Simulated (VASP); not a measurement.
# Rb2LiGaF6 (Fm-3m) in VASP: single point with LDA

Aim: the single point of Rb2LiGaF6 with LDA.

All numbers are computed with VASP 6.6.1; they aren't measurements. Logs are shortened: lines on timing, memory, paths and dates and some standing lists are left out, and cuts for length are marked.

### Step 1. The cell of the first run

Symmetry: Fm-3m, No. 225, cubic system. Conventional cell: a = 8.330 Å, b = 8.330 Å, c = 8.330 Å, α = 90.00°, β = 90.00°, γ = 90.00°. Within 3.9 Å of Rb (site symmetry -43m) lie 12 F at 2.95 Å and 4 Li at 3.61 Å and 4 Ga at 3.61 Å. Li (site symmetry m-3m) has 6 F at 2.22 Å within 2.9 Å. Ga (site symmetry m-3m) has 6 F at 1.95 Å within 2.6 Å. F (site symmetry 4mm) has 1 Ga at 1.95 Å and 1 Li at 2.22 Å within 2.6 Å.

### Step 2. Single point, LDA

File INCAR:

```
PREC     = Accurate       # precision mode
ENCUT    = 910            # plane-wave cutoff, eV
EDIFF    = 1E-6           # SCF threshold, eV
ISMEAR   = 0              # smearing method
SIGMA    = 0.01           # smearing width, eV
LREAL    = False          # projectors in reciprocal space
LASPH    = True           # aspherical terms in the spheres
NELM     = 120            # most SCF steps
ALGO     = Normal         # electronic algorithm
ISIF     = 2              # what is computed and relaxed
LWAVE    = False          # write WAVECAR
LCHARG   = True           # write CHGCAR
LELF     = True           # ELF
LVHAR    = True         
NBANDS   = 49             # bands
GGA_COMPAT= False
```

File KPOINTS:

```
Automatic mesh
0
Gamma
  4 4 4
```

File POSCAR:

```
Rb2LiGaF6
1.0
    0.0000000000      4.1650190000      4.1650190000
    4.1650190000      0.0000000000      4.1650190000
    4.1650190000      4.1650190000      0.0000000000
Rb Li Ga F
2 1 1 6
Direct
    0.2500000000      0.2500000000      0.2500000000
    0.7500000000      0.7500000000      0.7500000000
    0.5000000000      0.5000000000      0.5000000000
    0.0000000000      0.0000000000      0.0000000000
    0.2337950000      0.2337950000      0.7662050000
    0.2337950000      0.7662050000      0.7662050000
    0.7662050000      0.7662050000      0.2337950000
    0.2337950000      0.7662050000      0.2337950000
    0.7662050000      0.2337950000      0.7662050000
    0.7662050000      0.2337950000      0.2337950000
```

Potentials or basis: VASP PAW LDA potentials, release 64 (Rb_sv, Li_sv, Ga_d, F_h).

Launch:

```console
cat potpaw_LDA.64/Rb_sv/POTCAR potpaw_LDA.64/Li_sv/POTCAR potpaw_LDA.64/Ga_d/POTCAR potpaw_LDA.64/F_h/POTCAR > POTCAR
mpirun -np 1 vasp_std > vasp.out
```

OUTCAR:

```text
PREC = Accurate
   ENCUT = 910
   EDIFF = 1E-6
   ISMEAR = 0
   LREAL = False
   LASPH = True
   NELM = 120
   ISIF = 2

 ion  position               nearest neighbor table
   1  0.250  0.250  0.250-   7 2.95   7 2.95   5 2.95   5 2.95   9 2.95   8 2.95  10 2.95   6 2.95
                             9 2.95   6 2.95   8 2.95  10 2.95   4 3.61   4 3.61   4 3.61   3 3.61
   2  0.750  0.750  0.750-   7 2.95   7 2.95   5 2.95   5 2.95   8 2.95  10 2.95   9 2.95   9 2.95
                            10 2.95   6 2.95   6 2.95   8 2.95   3 3.61   3 3.61   4 3.61   3 3.61
   3  0.500  0.500  0.500-   1 3.61   1 3.61   1 3.61   2 3.61   2 3.61   2 3.61   2 3.61   1 3.61

   4  0.000  0.000  0.000-   5 1.95   6 1.95   7 1.95   8 1.95   9 1.95  10 1.95   2 3.61   2 3.61
                             2 3.61   1 3.61   1 3.61   1 3.61   2 3.61   1 3.61
   5  0.234  0.234  0.766-   4 1.95   2 2.95   1 2.95   2 2.95   1 2.95
   6  0.234  0.766  0.766-   4 1.95   2 2.95   2 2.95   1 2.95   1 2.95
   7  0.766  0.766  0.234-   4 1.95   2 2.95   2 2.95   1 2.95   1 2.95
   8  0.234  0.766  0.234-   4 1.95   2 2.95   1 2.95   2 2.95   1 2.95
   9  0.766  0.234  0.766-   4 1.95   2 2.95   2 2.95   1 2.95   1 2.95
  10  0.766  0.234  0.234-   4 1.95   2 2.95   1 2.95   2 2.95   1 2.95

  LATTYP: Found a face centered cubic cell.
 ALAT       =     8.3300380000

  Lattice vectors:

 A1 = (   0.0000000000,   4.1650190000,   4.1650190000)
 A2 = (   4.1650190000,   0.0000000000,   4.1650190000)
 A3 = (   4.1650190000,   4.1650190000,   0.0000000000)

Analysis of symmetry for initial positions (statically):
=====================================================================
 Subroutine PRICEL returns:
 Original cell was already a primitive cell.

 Routine SETGRP: Setting up the symmetry group for a
 face centered cubic supercell.

 Subroutine GETGRP returns: Found 48 space group operations
 (whereof 48 operations were pure point group operations)
 out of a pool of 48 trial point group operations.

The static configuration has the point symmetry O_h .

Analysis of symmetry for dynamics (positions and initial velocities):
=====================================================================
 Subroutine PRICEL returns:
 Original cell was already a primitive cell.

 Routine SETGRP: Setting up the symmetry group for a
 face centered cubic supercell.

 Subroutine GETGRP returns: Found 48 space group operations
 (whereof 48 operations were pure point group operations)
 out of a pool of 48 trial point group operations.

The dynamic configuration has the point symmetry O_h .

 Subroutine INISYM returns: Found 48 space group operations
 (whereof 48 operations are pure point group operations),
 and found     1 'primitive' translations

----------------------------------------------------------------------------------------

                                     Primitive cell

  volume of cell :     144.5044

  direct lattice vectors                    reciprocal lattice vectors
     0.000000000  4.165019000  4.165019000    -0.120047472  0.120047472  0.120047472
     4.165019000  0.000000000  4.165019000     0.120047472 -0.120047472  0.120047472
     4.165019000  4.165019000  0.000000000     0.120047472  0.120047472 -0.120047472

  length of vectors
     5.890226357  5.890226357  5.890226357     0.207928320  0.207928320  0.207928320

  position of ions in fractional coordinates (direct lattice)
     0.250000000  0.250000000  0.250000000
     0.750000000  0.750000000  0.750000000
     0.500000000  0.500000000  0.500000000
     0.000000000  0.000000000  0.000000000
     0.233795000  0.233795000  0.766205000
     0.233795000  0.766205000  0.766205000
     0.766205000  0.766205000  0.233795000
     0.233795000  0.766205000  0.233795000
     0.766205000  0.233795000  0.766205000
     0.766205000  0.233795000  0.233795000

  ion indices of the primitive-cell ions
   primitive index   ion index
                 1           1
                 2           2
                 3           3
                 4           4
                 5           5
                 6           6
                 7           7
                 8           8
                 9           9
                10          10

----------------------------------------------------------------------------------------

 KPOINTS: Automatic mesh

Automatic generation of k-mesh.
 Grid dimensions read from file:
 generate k-points for:    4    4    4

 Generating k-lattice:

  Cartesian coordinates                     Fractional coordinates (reciprocal lattice)
    -0.030011868  0.030011868  0.030011868     0.250000000  0.000000000  0.000000000
     0.030011868 -0.030011868  0.030011868     0.000000000  0.250000000  0.000000000
     0.030011868  0.030011868 -0.030011868     0.000000000  0.000000000  0.250000000

  Length of vectors
     0.051982080  0.051982080  0.051982080

  Shift w.r.t. Gamma in fractional coordinates (k-lattice)
     0.000000000  0.000000000  0.000000000

 Subroutine IBZKPT returns following result:
 ===========================================

 Found      8 irreducible k-points:

 Following reciprocal coordinates:
            Coordinates               Weight
  0.000000  0.000000  0.000000      1.000000
  0.250000  0.000000  0.000000      8.000000
  0.500000  0.000000  0.000000      4.000000
  0.250000  0.250000  0.000000      6.000000
  0.500000  0.250000  0.000000     24.000000
 -0.250000  0.250000  0.000000     12.000000
  0.500000  0.500000  0.000000      3.000000
 -0.250000  0.500000  0.250000      6.000000
   k-points           NKPTS =      8   k-points in BZ     NKDIM =      8   number of bands    NBANDS=     49
   number of dos      NEDOS =    301   number of ions     NIONS =     10
   total plane-waves  NPLWV = 216000
   dimension x,y,z NGX =    60 NGY =   60 NGZ =   60
   dimension x,y,z NGXF=   120 NGYF=  120 NGZF=  120
   ions per type =               2   1   1   6
   NGX,Y,Z   is equivalent  to a cutoff of  16.93, 16.93, 16.93 a.u.
   NGXF,Y,Z  is equivalent  to a cutoff of  33.87, 33.87, 33.87 a.u.
 SYSTEM =  unknown system
   PREC   = accura    normal or accurate (medium, high low for compatibility)
   ISTART =      0    job   : 0-new  1-cont  2-samecut
   ICHARG =      2    charge: 1-file 2-atom 10-const
   ISPIN  =      1    spin polarized calculation?
   LNONCOLLINEAR =      F non collinear calculations
   LSORBIT =      F    spin-orbit coupling
   LASPH  =      T    aspherical Exc in radial PAW
   ENCUT  =  910.0 eV  66.88 Ry    8.18 a.u.  14.49 14.49 14.49*2*pi/ulx,y,z
   NELM   =    120;   NELMIN=  2; NELMDL= -5     # of ELM steps
   EDIFF  = 0.1E-05   stopping-criterion for ELM
   LREAL  =      F    real-space projection
[... 7 lines left out ...]
   TEBEG  =    0.0;   TEEND  =   0.0 temperature during run
   PSTRESS=    0.0 pullay stress
   NELECT =      76.0000    total number of electrons
   NUPDOWN=      -1.0000    fix difference up-down
   EMIN   =  10.00;   EMAX   =-10.00  energy-range for DOS
   EFERMI =   0.00;   METHOD = LEGACY
   ISMEAR =     0;   SIGMA  =   0.01  broadening in eV -4-tet -1-fermi 0-gaus
   EFERMI_NEDOS =   21; number of points for ismear=-14 and -15
   IALGO  =     38    algorithm
   IMIX   =      4    mixing-type and parameters
     AMIX     =   0.40;   BMIX     =  1.00
     AMIX_MAG =   1.60;   BMIX_MAG =  1.00
  volume/ion in A,a.u.               =      14.45        97.52
  Fermi-wavevector in a.u.,A,eV,Ry     =   1.321455  2.497188 23.759082  1.746243
  Thomas-Fermi vector in A             =   2.451208
   LORBIT       =      0    0 simple, 1 ext, 2 COOP (PROOUT), +10 PAW based schemes
   GGA     = CA    functional components
   LHFCALC =     F    Hartree Fock is set to
   AEXX    =    0.0000 exact exchange contribution
   IVDW    =     0    specifies the selected vdW correction
   LEPSILON=     F    determine dielectric tensor
   LRPA    =     F    only Hartree local field effects (RPA)
 non-spin polarized calculation
 Gauss-broadening in eV      SIGMA  =   0.01
  energy-cutoff  :      910.00
  volume of cell :      144.50
 maximum number of plane-waves:      9089
 NGX is ok and might be reduce to    60
   NGX = 29   NGY = 29   NGZ = 29

 number of electron      75.9999994 magnetization

 Free energy of the ion-electron system (eV)
  ---------------------------------------------------
  ext. energy  EPLUGINS =         0.00000000
  ---------------------------------------------------
  free energy    TOTEN  =       -50.54520146 eV

  energy without entropy =      -50.54520146  energy(sigma->0) =      -50.54520146

 E-fermi :  -1.9364     XC(G=0): -10.0511

 val. band max:       -2.0001534397   @ k =   0.0000   0.0000   0.0000
 cond. band min:       3.7323321387   @ k =   0.0000   0.0000   0.0000
 fundamental gap:      5.7324855784
 Fermi energy:        -1.9363650418

 k-point     1 :       0.0000    0.0000    0.0000
  band No.  band energies     occupation
      1     -42.8951      2.00000
      2     -23.8799      2.00000
      3     -23.7302      2.00000
      4     -21.6395      2.00000
      5     -21.1982      2.00000
      6     -21.1982      2.00000
[... 41 lines left out ...]
     48      10.4734      0.00000
     49      11.9665      0.00000

 k-point     2 :       0.2500    0.0000    0.0000
  band No.  band energies     occupation
      1     -42.8951      2.00000
      2     -23.8469      2.00000
      3     -23.7414      2.00000
      4     -21.6527      2.00000
      5     -21.2302      2.00000
      6     -21.1839      2.00000
[... 41 lines left out ...]
     48      10.4329      0.00000
     49      11.0377      0.00000

 k-point     3 :       0.5000    0.0000    0.0000
  band No.  band energies     occupation
      1     -42.8951      2.00000
      2     -23.7848      2.00000
      3     -23.7812      2.00000
      4     -21.6665      2.00000
      5     -21.2619      2.00000
      6     -21.1585      2.00000
[... 41 lines left out ...]
     48      10.1224      0.00000
     49      10.1873      0.00000

 k-point     4 :       0.2500    0.2500    0.0000
  band No.  band energies     occupation
      1     -42.8951      2.00000
      2     -23.8394      2.00000
      3     -23.7410      2.00000
      4     -21.6573      2.00000
      5     -21.2048      2.00000
      6     -21.2048      2.00000
[... 41 lines left out ...]
     48      10.3575      0.00000
     49      10.7999      0.00000

 k-point     5 :       0.5000    0.2500    0.0000
  band No.  band energies     occupation
      1     -42.8951      2.00000
      2     -23.7955      2.00000
      3     -23.7619      2.00000
      4     -21.6706      2.00000
      5     -21.2501      2.00000
      6     -21.1923      2.00000
[... 41 lines left out ...]
     48      10.4803      0.00000
     49      10.8210      0.00000

 k-point     6 :      -0.2500    0.2500    0.0000
  band No.  band energies     occupation
      1     -42.8951      2.00000
      2     -23.8075      2.00000
      3     -23.7579      2.00000
      4     -21.6657      2.00000
      5     -21.2489      2.00000
      6     -21.1974      2.00000
[... 41 lines left out ...]
     48      10.3945      0.00000
     49      10.5394      0.00000

 k-point     7 :       0.5000    0.5000    0.0000
  band No.  band energies     occupation
      1     -42.8951      2.00000
      2     -23.7972      2.00000
      3     -23.7517      2.00000
      4     -21.6767      2.00000
      5     -21.2113      2.00000
      6     -21.2113      2.00000
[... 41 lines left out ...]
     48      10.8617      0.00000
     49      10.8706      0.00000

 k-point     8 :      -0.2500    0.5000    0.2500
  band No.  band energies     occupation
      1     -42.8951      2.00000
      2     -23.7747      2.00000
      3     -23.7747      2.00000
      4     -21.6746      2.00000
      5     -21.2556      2.00000
      6     -21.1902      2.00000
[... 41 lines left out ...]
     48      10.4774      0.00000
     49      10.8627      0.00000

------------------------ aborting loop because EDIFF is reached ----------------------------------------

  FORCE on cell =-STRESS in cart. coord.  units (eV):
  Direction    XX          YY          ZZ          XY          YZ          ZX
  --------------------------------------------------------------------------------------
  -------------------------------------------------------------------------------------
  Total       -6.6942557     -6.6942557     -6.6942557     -0.0000000      0.0000000     -0.0000000
  in kB      -74.2218755    -74.2218755    -74.2218755     -0.0000000      0.0000000     -0.0000000
  external PRESSURE =     -74.2218755 kB  Pullay stress =       0.0000000 kB

 VOLUME and BASIS-vectors are now :
 -----------------------------------------------------------------------------
  energy-cutoff  :      910.00
  volume of cell :      144.50
      direct lattice vectors                 reciprocal lattice vectors
     0.000000000  4.165019000  4.165019000    -0.120047472  0.120047472  0.120047472
     4.165019000  0.000000000  4.165019000     0.120047472 -0.120047472  0.120047472
     4.165019000  4.165019000  0.000000000     0.120047472  0.120047472 -0.120047472

 POSITION                                       TOTAL-FORCE (eV/Angst)
 -----------------------------------------------------------------------------------
      2.08251      2.08251      2.08251        -0.000000     -0.000000     -0.000000
      6.24753      6.24753      6.24753         0.000000      0.000000      0.000000
      4.16502      4.16502      4.16502         0.000000     -0.000000     -0.000000
      0.00000      0.00000      0.00000        -0.000000      0.000000     -0.000000
      4.16502      4.16502      1.94752         0.000000      0.000000     -0.387224
      6.38252      4.16502      4.16502         0.387224      0.000000     -0.000000
      4.16502      4.16502      6.38252         0.000000      0.000000      0.387224
      4.16502      1.94752      4.16502         0.000000     -0.387224     -0.000000
      4.16502      6.38252      4.16502         0.000000      0.387224     -0.000000
      1.94752      4.16502      4.16502        -0.387224      0.000000     -0.000000
 -----------------------------------------------------------------------------------
    total drift:                                0.000000      0.000000      0.000000

  FREE ENERGIE OF THE ION-ELECTRON SYSTEM (eV)
  ---------------------------------------------------
  free  energy   TOTEN  =       -50.5452014643 eV

  energy  without entropy=      -50.5452014643  energy(sigma->0) =      -50.54520146
```

Run time: 95 s. Hardware: 1 thread of Intel Xeon 6975P-C (Granite Rapids), shared host; peak memory 0.44 GiB.

What came out:

| Quantity | Value |
| --- | --- |
| Free energy | -50.5452 eV |
| Pressure | -7.4 GPa |
| Largest force | 0.387 eV/Å |
| Band gap on the k mesh | 5.73 eV |

Forces in eV/Å, atoms in the order of the input:
```
Rb   0.000  0.000  0.000
Rb   0.000  0.000  0.000
Li   0.000  0.000  0.000
Ga   0.000  0.000  0.000
F    0.000  0.000 -0.387
F    0.387  0.000  0.000
F    0.000  0.000  0.387
F    0.000 -0.387  0.000
F    0.000  0.387  0.000
F   -0.387  0.000  0.000
```

Caveat: the cutoff is under 1.25 times the usual one of these potentials, so pressure, stress and relaxed cells hold a basis-set (Pulay) error; the cell stands under tension.
